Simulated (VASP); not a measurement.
# MnO2 (P-3m1) in VASP: a series of runs

Runs on MnO2. Level: PBE+U. Tasks: single point.

Program: VASP 6.6.1. These are calculated values, not measurements. Logs are shortened: lines on timing, memory, paths and dates and some standing lists are left out, and cuts for length are marked.

## (1) The cell of the first run

Symmetry: P-3m1, No. 164, trigonal system. The conventional cell has a = 2.717 Å, b = 2.717 Å, c = 4.376 Å, α = 90.00°, β = 90.00°, γ = 120.00°. Within 2.4 Å of Mn (site symmetry -3m) lie 6 O at 1.81 Å. O (site symmetry 3m) has 3 Mn at 1.81 Å and 3 O at 2.39 Å within 2.4 Å.

## (2) Single point, PBE+U, collinear spin, antiferromagnetic start

Contents of INCAR:

```
SYSTEM = MnO2
ALGO = Normal
EDIFF = 1E-6
ENCUT = 520
GGA = PE
ISIF = 2
ISMEAR = 0
ISPIN = 2
LASPH = .True.
LCHARG = .True.
LDAU = .True.
LDAUJ = 0 0
LDAUL = 2 -1
LDAUPRINT = 1
LDAUTYPE = 2
LDAUU = 3.9 0
LELF = .True.
LMAXMIX = 4
LORBIT = 11
LREAL = .False.
LVHAR = .True.
LWAVE = .False.
MAGMOM = 4 -4 0 0 0 0
NBANDS = 38
NELM = 150
PREC = Accurate
SIGMA = 0.02
```

Contents of KPOINTS:

```
k-points
0
Gamma
  12 12 3
  0 0 0
```

Contents of POSCAR:

```
MnO2
1.0
    2.7165159854      0.0000000000      0.0000000000
   -1.3582579927      2.3525718531      0.0000000000
    0.0000000000      0.0000000000      8.7515239536
Mn O
2 4
Direct
    0.0000000000      0.0000000000      0.2500000000
    0.0000000000      0.0000000000      0.7500000000
    0.6666666667      0.3333333333      0.1468537150
    0.3333333333      0.6666666667      0.3531462850
    0.6666666667      0.3333333333      0.6468537150
    0.3333333333      0.6666666667      0.8531462850
```

Potentials or basis: VASP PAW PBE potentials, release 64 (Mn_pv, O).

Run with:

```bash
cat potpaw_PBE.64/Mn_pv/POTCAR potpaw_PBE.64/O/POTCAR > POTCAR
mpirun -np 1 vasp_std > vasp.out
```

OUTCAR:

```text
SYSTEM = MnO2
   EDIFF = 1E-6
   ENCUT = 520
   GGA = PE
   ISIF = 2
   ISMEAR = 0
   ISPIN = 2
   LASPH = .True.
   LORBIT = 11
   LREAL = .False.
   NELM = 150
   PREC = Accurate

 ion  position               nearest neighbor table
   1  0.000  0.000  0.250-   3 1.81   4 1.81   4 1.81   3 1.81   3 1.81   4 1.81
   2  0.000  0.000  0.750-   5 1.81   6 1.81   6 1.81   5 1.81   5 1.81   6 1.81
   3  0.667  0.333  0.147-   1 1.81   1 1.81   1 1.81
   4  0.333  0.667  0.353-   1 1.81   1 1.81   1 1.81
   5  0.667  0.333  0.647-   2 1.81   2 1.81   2 1.81
   6  0.333  0.667  0.853-   2 1.81   2 1.81   2 1.81

  LATTYP: Found a hexagonal cell.
 ALAT       =     2.7165159854
 C/A-ratio  =     3.2215985478

  Lattice vectors:

 A1 = (   2.7165159854,   0.0000000000,   0.0000000000)
 A2 = (  -1.3582579927,   2.3525718531,   0.0000000000)
 A3 = (   0.0000000000,   0.0000000000,   8.7515239536)

Analysis of symmetry for initial positions (statically):
=====================================================================
 Subroutine PRICEL returns following result:

  LATTYP: Found a hexagonal cell.
 ALAT       =     2.7165159854
 C/A-ratio  =     1.6107992739
[... 12 lines left out ...]
 Subroutine GETGRP returns: Found 12 space group operations
 (whereof 12 operations were pure point group operations)
 out of a pool of 24 trial point group operations.

The static configuration has the point symmetry D_3d.

Analysis of symmetry for dynamics (positions and initial velocities):
=====================================================================
 Subroutine PRICEL returns following result:

  LATTYP: Found a hexagonal cell.
 ALAT       =     2.7165159854
 C/A-ratio  =     1.6107992739
[... 12 lines left out ...]
 Subroutine GETGRP returns: Found 12 space group operations
 (whereof 12 operations were pure point group operations)
 out of a pool of 24 trial point group operations.

The dynamic configuration has the point symmetry D_3d.

Analysis of structural, dynamic, and magnetic symmetry:
=====================================================================
 Subroutine PRICEL returns following result:

  LATTYP: Found a hexagonal cell.
 ALAT       =     2.7165159854
 C/A-ratio  =     1.6107992739
[... 12 lines left out ...]
 Subroutine GETGRP returns: Found 12 space group operations
 (whereof 12 operations were pure point group operations)
 out of a pool of 24 trial point group operations.

The overall configuration has the point symmetry D_3d.

 Subroutine INISYM returns: Found 12 space group operations
 (whereof 12 operations are pure point group operations),
 and found     2 'primitive' translations

----------------------------------------------------------------------------------------

                                     Primitive cell

  volume of cell :      27.9646

  direct lattice vectors                    reciprocal lattice vectors
     2.716515985  0.000000000  0.000000000     0.368118577  0.212533360  0.000000000
    -1.358257993  2.352571853  0.000000000     0.000000000  0.425066720  0.000000000
     0.000000000  0.000000000  4.375761977     0.000000000  0.000000000  0.228531626

  length of vectors
     2.716515985  2.716515985  4.375761977     0.425066720  0.425066720  0.228531626

  position of ions in fractional coordinates (direct lattice)
     0.000000000  0.000000000  0.500000000
     0.666666667  0.333333333  0.293707430
     0.333333333  0.666666667  0.706292570

  ion indices of the primitive-cell ions
[... 145 lines left out ...]
  o =  0.3934  v =  0.0000  0.0000  0.0000  0.0000  0.0000 -0.0000 -0.7401 -0.0000  0.0000  0.6725      0.0000  0.0000  0.0000  0.0000  0.0000  0.0000  0.0000  0.0000  0.0000  0.0000
  o =  0.3934  v =  0.0000  0.0000  0.0000  0.0000  0.0000 -0.6725  0.0000 -0.0000  0.7401 -0.0000      0.0000  0.0000  0.0000  0.0000  0.0000  0.0000  0.0000  0.0000  0.0000  0.0000
  o =  0.5378  v =  0.0000 -0.7759  0.0000  0.0000  0.6308  0.0000  0.0000  0.0000  0.0000  0.0000      0.0000  0.0000  0.0000  0.0000  0.0000  0.0000  0.0000  0.0000  0.0000  0.0000
  o =  0.5378  v =  0.6308  0.0000  0.0000 -0.7759 -0.0000  0.0000  0.0000  0.0000  0.0000  0.0000      0.0000  0.0000  0.0000  0.0000  0.0000  0.0000  0.0000  0.0000  0.0000  0.0000
  o =  0.9726  v =  0.0000 -0.0000 -1.0000 -0.0000 -0.0000  0.0000  0.0000  0.0000  0.0000  0.0000      0.0000  0.0000  0.0000  0.0000  0.0000  0.0000  0.0000  0.0000  0.0000  0.0000
  o =  0.9737  v =  0.0000 -0.6308  0.0000  0.0000 -0.7759  0.0000  0.0000  0.0000  0.0000  0.0000      0.0000  0.0000  0.0000  0.0000  0.0000  0.0000  0.0000  0.0000  0.0000  0.0000
  o =  0.9737  v = -0.7759  0.0000  0.0000 -0.6308 -0.0000  0.0000  0.0000  0.0000  0.0000  0.0000      0.0000  0.0000  0.0000  0.0000  0.0000  0.0000  0.0000  0.0000  0.0000  0.0000

atom =   2  type =  1  l = 2

 onsite density matrix

spin component  1

  0.2416 -0.0000 -0.0000 -0.1379 -0.0000
 -0.0000  0.2681  0.0000  0.0000 -0.1379
 -0.0000  0.0000  0.1098 -0.0000 -0.0000
 -0.1379  0.0000 -0.0000  0.2681  0.0000
 -0.0000 -0.1379 -0.0000  0.0000  0.2416

spin component  2

  0.8002  0.0000 -0.0000  0.2134  0.0000
  0.0000  0.7113 -0.0000  0.0000  0.2134
 -0.0000 -0.0000  0.9726  0.0000 -0.0000
  0.2134  0.0000  0.0000  0.7113 -0.0000
  0.0000  0.2134 -0.0000 -0.0000  0.8002

 occupancies and eigenvectors

  o =  0.1098  v = -0.0000 -0.0000 -1.0000 -0.0000 -0.0000  0.0000  0.0000  0.0000  0.0000  0.0000      0.0000  0.0000  0.0000  0.0000  0.0000  0.0000  0.0000  0.0000  0.0000  0.0000
  o =  0.1163  v = -0.0000  0.6725 -0.0000 -0.0000  0.7401  0.0000  0.0000  0.0000  0.0000  0.0000      0.0000  0.0000  0.0000  0.0000  0.0000  0.0000  0.0000  0.0000  0.0000  0.0000
  o =  0.1163  v = -0.7401 -0.0000  0.0000 -0.6725 -0.0000  0.0000  0.0000  0.0000  0.0000  0.0000      0.0000  0.0000  0.0000  0.0000  0.0000  0.0000  0.0000  0.0000  0.0000  0.0000
  o =  0.3934  v =  0.0000 -0.7401 -0.0000 -0.0000  0.6725  0.0000  0.0000  0.0000  0.0000  0.0000      0.0000  0.0000  0.0000  0.0000  0.0000  0.0000  0.0000  0.0000  0.0000  0.0000
  o =  0.3934  v =  0.6725  0.0000 -0.0000 -0.7401 -0.0000  0.0000  0.0000  0.0000  0.0000  0.0000      0.0000  0.0000  0.0000  0.0000  0.0000  0.0000  0.0000  0.0000  0.0000  0.0000
  o =  0.5378  v =  0.0000  0.0000  0.0000  0.0000  0.0000  0.0000 -0.7759  0.0000 -0.0000  0.6308      0.0000  0.0000  0.0000  0.0000  0.0000  0.0000  0.0000  0.0000  0.0000  0.0000
  o =  0.5378  v =  0.0000  0.0000  0.0000  0.0000  0.0000 -0.6308  0.0000 -0.0000  0.7759  0.0000      0.0000  0.0000  0.0000  0.0000  0.0000  0.0000  0.0000  0.0000  0.0000  0.0000
  o =  0.9726  v =  0.0000  0.0000  0.0000  0.0000  0.0000  0.0000 -0.0000 -1.0000 -0.0000 -0.0000      0.0000  0.0000  0.0000  0.0000  0.0000  0.0000  0.0000  0.0000  0.0000  0.0000
  o =  0.9737  v =  0.0000  0.0000  0.0000  0.0000  0.0000  0.0000 -0.6308  0.0000  0.0000 -0.7759      0.0000  0.0000  0.0000  0.0000  0.0000  0.0000  0.0000  0.0000  0.0000  0.0000
  o =  0.9737  v =  0.0000  0.0000  0.0000  0.0000  0.0000 -0.7759  0.0000  0.0000 -0.6308 -0.0000      0.0000  0.0000  0.0000  0.0000  0.0000  0.0000  0.0000  0.0000  0.0000  0.0000

 number of electron      50.0000042 magnetization      -0.0000000

 Free energy of the ion-electron system (eV)
  ---------------------------------------------------
  ext. energy  EPLUGINS =         0.00000000
  ---------------------------------------------------
  free energy    TOTEN  =       -40.61308473 eV

  energy without entropy =      -40.61308473  energy(sigma->0) =      -40.61308473

 E-fermi :   4.4334     XC(G=0): -11.6225

 val. band max:        4.3137930120   @ k =   0.0833   0.0833   0.3333
 cond. band min:       6.8703048976   @ k =   0.0000   0.0000   0.0000
 fundamental gap:      2.5565118857
 Fermi energy:         4.4334202155

 spin component 1

 k-point     1 :       0.0000    0.0000    0.0000
  band No.  band energies     occupation
      1     -45.6651      1.00000
      2     -45.6496      1.00000
      3     -45.6496      1.00000
      4     -42.4887      1.00000
      5     -42.4887      1.00000
      6     -42.3490      1.00000
[... 1913 lines left out ...]
     36      18.0105      0.00000
     37      20.6678      0.00000

 [... further k-points ...]

 [bands above 37 left out]

------------------------ aborting loop because EDIFF is reached ----------------------------------------

  FORCE on cell =-STRESS in cart. coord.  units (eV):
  Direction    XX          YY          ZZ          XY          YZ          ZX
  --------------------------------------------------------------------------------------
  -------------------------------------------------------------------------------------
  Total       21.9421619     21.9421619     13.6432550      0.0000000      0.0000000      0.0000000
  in kB      628.5663833    628.5663833    390.8316560      0.0000000      0.0000000      0.0000000
  external PRESSURE =     549.3214742 kB  Pullay stress =       0.0000000 kB

 VOLUME and BASIS-vectors are now :
 -----------------------------------------------------------------------------
  energy-cutoff  :      520.00
  volume of cell :       55.93
      direct lattice vectors                 reciprocal lattice vectors
     2.716515985  0.000000000  0.000000000     0.368118577  0.212533360  0.000000000
    -1.358257993  2.352571853  0.000000000     0.000000000  0.425066720  0.000000000
     0.000000000  0.000000000  8.751523954     0.000000000  0.000000000  0.114265813

 POSITION                                       TOTAL-FORCE (eV/Angst)
 -----------------------------------------------------------------------------------
      0.00000      0.00000      2.18788         0.000000      0.000000      0.000000
      0.00000      0.00000      6.56364         0.000000      0.000000      0.000000
      1.35826      0.78419      1.28519         0.000000     -0.000000     -3.287399
     -0.00000      1.56838      3.09057         0.000000     -0.000000      3.287399
      1.35826      0.78419      5.66096         0.000000     -0.000000     -3.287399
     -0.00000      1.56838      7.46633        -0.000000      0.000000      3.287399
 -----------------------------------------------------------------------------------
    total drift:                                0.000000      0.000000      0.000000

  FREE ENERGIE OF THE ION-ELECTRON SYSTEM (eV)
  ---------------------------------------------------
  free  energy   TOTEN  =       -40.6130847288 eV

  energy  without entropy=      -40.6130847288  energy(sigma->0) =      -40.61308473

 total charge

# of ion       s       p       d       tot
------------------------------------------
    1        0.433   6.639   5.081  12.153
    2        0.433   6.639   5.081  12.153
    3        1.587   3.529   0.000   5.116
    4        1.587   3.529   0.000   5.116
    5        1.587   3.529   0.000   5.116
    6        1.587   3.529   0.000   5.116
--------------------------------------------------
tot          7.214  27.395  10.162  44.770

 magnetization (x)

# of ion       s       p       d       tot
------------------------------------------
    1        0.030   0.047   2.864   2.941
    2       -0.030  -0.047  -2.864  -2.941
    3        0.002   0.007   0.000   0.009
    4        0.002   0.007   0.000   0.009
    5       -0.002  -0.007   0.000  -0.009
    6       -0.002  -0.007   0.000  -0.009
--------------------------------------------------
tot          0.000   0.000   0.000   0.000
```

Run time: 3.4 min. Hardware: 1 thread of Intel Xeon Platinum 8124M at 3.00GHz (Skylake/Cascade Lake), shared host; peak memory 0.29 GiB.

Results:

```yaml
Free_energy: -40.6131 eV
Pressure: 54.9 GPa
Largest_force: 3.287 eV/Å
Band_gap_on_the_k_mesh: 2.56 eV
Net_moment: 0.00 μB per cell
Site_moments: Mn +2.94, -2.94; O +0.01, -0.01 (each value once) μB
Valence_electrons_inside_the_program's_atomic_spheres: Mn 12.15; O 5.12
```

Forces in eV/Å, atoms in the order of the input:
```
Mn   0.000  0.000  0.000
Mn   0.000  0.000  0.000
O    0.000  0.000 -3.287
O    0.000  0.000  3.287
O    0.000  0.000 -3.287
O    0.000  0.000  3.287
```

Eigenvalues of the final occupation matrices:
| site | spin | trace | eigenvalues |
| --- | --- | --- | --- |
| site 1 d | 1 | 4.00 | 0.54 0.54 0.97 0.97 0.97 |
| site 1 d | 2 | 1.13 | 0.11 0.12 0.12 0.39 0.39 |
| site 2 d | 1 | 1.13 | 0.11 0.12 0.12 0.39 0.39 |
| site 2 d | 2 | 4.00 | 0.54 0.54 0.97 0.97 0.97 |

Caveat: the stress differs along the axes, from 39 to 63 GPa; forces of over 1 eV/Å act on the atoms, so gaps and moduli don't describe the material at rest. A k mesh can miss the band edges.

## (3) Single point, PBE+U, collinear spin, antiferromagnetic start

This run uses another cell than the first one, of 9.97 Å³/atom.

Contents of INCAR:

```
ALGO = Normal ; EDIFF = 1E-6
ENCUT = 520 ; GGA = PE
ISIF = 2 ; ISMEAR = 0
ISPIN = 2 ; LASPH = T
LCHARG = F ; LDAU = T
LDAUJ = 0 0 ; LDAUL = 2 -1
LDAUPRINT = 1 ; LDAUTYPE = 2
LDAUU = 3.9 0 ; LMAXMIX = 4
LORBIT = 11 ; LREAL = F
LWAVE = F ; MAGMOM = 4 -4 0 0 0 0
NBANDS = 38 ; NELM = 150
PREC = Accurate ; SIGMA = 0.02
```

Contents of KPOINTS:

```
k-points
0
Gamma
  12 12 3
```

POSCAR: that of step 2 with these lines changed.

```diff
@@ -2,5 +2,5 @@
 1.0
-    2.7165159854      0.0000000000      0.0000000000
-   -1.3582579927      2.3525718531      0.0000000000
-    0.0000000000      0.0000000000      8.7515239536
+    2.7782760195      0.0000000000      0.0000000000
+   -1.3891380098      2.4060576116      0.0000000000
+    0.0000000000      0.0000000000      8.9504899899
 Mn O
```

Potentials or basis: VASP PAW PBE potentials, release 64 (Mn_pv, O).

Run with:

```bash
cat potpaw_PBE.64/Mn_pv/POTCAR potpaw_PBE.64/O/POTCAR > POTCAR
mpirun -np 1 vasp_std > vasp.out
```

OUTCAR:

```text
EDIFF = 1E-6
   ENCUT = 520
   GGA = PE
   ISIF = 2
   ISMEAR = 0
   ISPIN = 2
   LASPH = T
   LORBIT = 11
   LREAL = F
   NELM = 150
   PREC = Accurate

 ion  position               nearest neighbor table
   1  0.000  0.000  0.250-   3 1.85   4 1.85   3 1.85   4 1.85   3 1.85   4 1.85
   2  0.000  0.000  0.750-   5 1.85   6 1.85   5 1.85   6 1.85   5 1.85   6 1.85
   3  0.667  0.333  0.147-   1 1.85   1 1.85   1 1.85
   4  0.333  0.667  0.353-   1 1.85   1 1.85   1 1.85
   5  0.667  0.333  0.647-   2 1.85   2 1.85   2 1.85
   6  0.333  0.667  0.853-   2 1.85   2 1.85   2 1.85

  LATTYP: Found a hexagonal cell.
[... 2262 lines left out ...]
 -----------------------------------------------------------------------------------
      0.00000      0.00000      2.23762        -0.000000     -0.000000      0.000000
      0.00000      0.00000      6.71287        -0.000000     -0.000000      0.000000
      1.38914      0.80202      1.31441         0.000000      0.000000     -1.920254
     -0.00000      1.60404      3.16083        -0.000000      0.000000      1.920254
      1.38914      0.80202      5.78966         0.000000     -0.000000     -1.920254
     -0.00000      1.60404      7.63608        -0.000000     -0.000000      1.920254
 -----------------------------------------------------------------------------------
    total drift:                               -0.000000      0.000000      0.000000

  FREE ENERGIE OF THE ION-ELECTRON SYSTEM (eV)
  ---------------------------------------------------
  free  energy   TOTEN  =       -41.6616604439 eV

  energy  without entropy=      -41.6616604439  energy(sigma->0) =      -41.66166044

 total charge

# of ion       s       p       d       tot
------------------------------------------
    1        0.400   6.563   4.978  11.942
    2        0.400   6.563   4.978  11.942
    3        1.585   3.484   0.000   5.069
    4        1.585   3.484   0.000   5.069
    5        1.585   3.484   0.000   5.069
    6        1.585   3.484   0.000   5.069
--------------------------------------------------
tot          7.138  27.064   9.957  44.159

 magnetization (x)

# of ion       s       p       d       tot
------------------------------------------
    1        0.030   0.044   2.946   3.021
    2       -0.030  -0.044  -2.946  -3.021
    3        0.002  -0.029   0.000  -0.027
    4        0.002  -0.029   0.000  -0.027
    5       -0.002   0.029   0.000   0.027
    6       -0.002   0.029   0.000   0.027
--------------------------------------------------
tot          0.000   0.000   0.000   0.000
```

stdout:

```text
POSCAR found type information on POSCAR MnO
 POSCAR found :  2 types and       6 ions
 scaLAPACK will be used
 LDA part: xc-table for (Slater+PW92), standard interpolation
 POSCAR, INCAR and KPOINTS ok, starting setup
 FFT: planning ... GRIDC
 FFT: planning ... GRID_SOFT
 FFT: planning ... GRID
 WAVECAR not read
 entering main loop
```

Run time: 3.8 min. Hardware: 1 thread of Intel Xeon Platinum 8124M at 3.00GHz (Skylake/Cascade Lake), shared host; peak memory 0.31 GiB.

Results:

| Quantity | Value |
| --- | --- |
| Free energy | -41.6617 eV |
| Pressure | 31.9 GPa |
| Largest force | 1.920 eV/Å |
| Band gap on the k mesh | 2.63 eV |
| Net moment | 0.00 μB per cell |
| Site moments | Mn +3.02, -3.02; O -0.03, +0.03 (each value once) μB |
| Valence electrons inside the program's atomic spheres | Mn 11.94; O 5.07 |

Forces in eV/Å, atoms in the order of the input:
```
Mn   0.000  0.000  0.000
Mn   0.000  0.000  0.000
O    0.000  0.000 -1.920
O    0.000  0.000  1.920
O    0.000  0.000 -1.920
O    0.000  0.000  1.920
```

Stress tensor (GPa, compression positive):
```
36.48  0.00  0.00
 0.00 36.48  0.00
 0.00  0.00 22.63
```

Levels at points of the mesh, in eV from the valence-band top:
Spin up:
| k point | band 22 | band 23 | band 24 | band 25 | band 26 | band 27 | band 28 | band 29 |
| --- | --- | --- | --- | --- | --- | --- | --- | --- |
| (0.00, 0.00, 0.00) | -0.66 | -0.66 | -0.41 | -0.33 | 2.77 | 2.77 | 3.89 | 3.89 |
| (0.50, 0.00, 0.00) | -2.21 | -1.79 | -1.26 | -1.03 | 2.90 | 3.12 | 3.59 | 3.72 |
Spin down:
```tsv
k point	band 21	band 22	band 23	band 24	band 25	band 26	band 27	band 28	band 29	band 30
(0.00, 0.00, 0.00)	-0.74	-0.66	-0.66	-0.41	-0.33	2.77	2.77	3.89	3.89	4.53
(0.50, 0.00, 0.00)	-2.33	-2.21	-1.79	-1.26	-1.03	2.90	3.12	3.59	3.72	3.97
```

Eigenvalues of the final occupation matrices:
| site | spin | trace | eigenvalues |
| --- | --- | --- | --- |
| site 1 d | 1 | 3.98 | 0.54 0.54 0.97 0.97 0.97 |
| site 1 d | 2 | 1.03 | 0.10 0.10 0.10 0.37 0.37 |
| site 2 d | 1 | 1.03 | 0.10 0.10 0.10 0.37 0.37 |
| site 2 d | 2 | 3.98 | 0.54 0.54 0.97 0.97 0.97 |

Caveat: the stress differs along the axes, from 23 to 36 GPa; forces of over 1 eV/Å act on the atoms, so gaps and moduli don't describe the material at rest. A k mesh can miss the band edges.

(Part 1 of 2 ends here.)
